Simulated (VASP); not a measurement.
A run of VASP 6.6.1 is set up as follows.

Contents of INCAR:

```
SYSTEM = MgO
ALGO = Normal
EDIFF = 1E-6
ENCUT = 520
GGA = PE
ISIF = 2
ISMEAR = 0
LASPH = .TRUE.
LCHARG = .FALSE.
LREAL = .FALSE.
LWAVE = .FALSE.
NBANDS = 16
NELM = 100
PREC = Accurate
SIGMA = 0.05
```

KPOINTS

```
k-points
0
G
  9 9 6
  0 0 0
```

The input POSCAR:

```
MgO
1.0
    3.5474000000      0.0000000000      0.0000000000
   -1.7737000000      3.0721385174      0.0000000000
    0.0000000000      0.0000000000      4.8484000000
Mg O
2 2
Direct
    0.3333333333      0.6666666667      0.0063188013
    0.6666666667      0.3333333333      0.5063188013
    0.3333333333      0.6666666667      0.3982811987
    0.6666666667      0.3333333333      0.8982811987
```

Potentials or basis: VASP PAW PBE potentials, release 64 (Mg, O).

The run is started by

```bash
$ cat potpaw_PBE.64/Mg/POTCAR potpaw_PBE.64/O/POTCAR > POTCAR
$ mpirun -np 1 vasp_std > vasp.out
```

Question: What does it give for the pressure?

Answer: -7.0 GPa.

Question: Estimate the largest force.

Answer: 1.164 eV/Å.

Stress tensor (GPa, compression positive):
```
-13.67   0.00   0.00
  0.00 -13.67   0.00
  0.00   0.00   6.27
```

Caveat: forces of over 1 eV/Å act on the atoms, so gaps and moduli don't describe the material at rest.
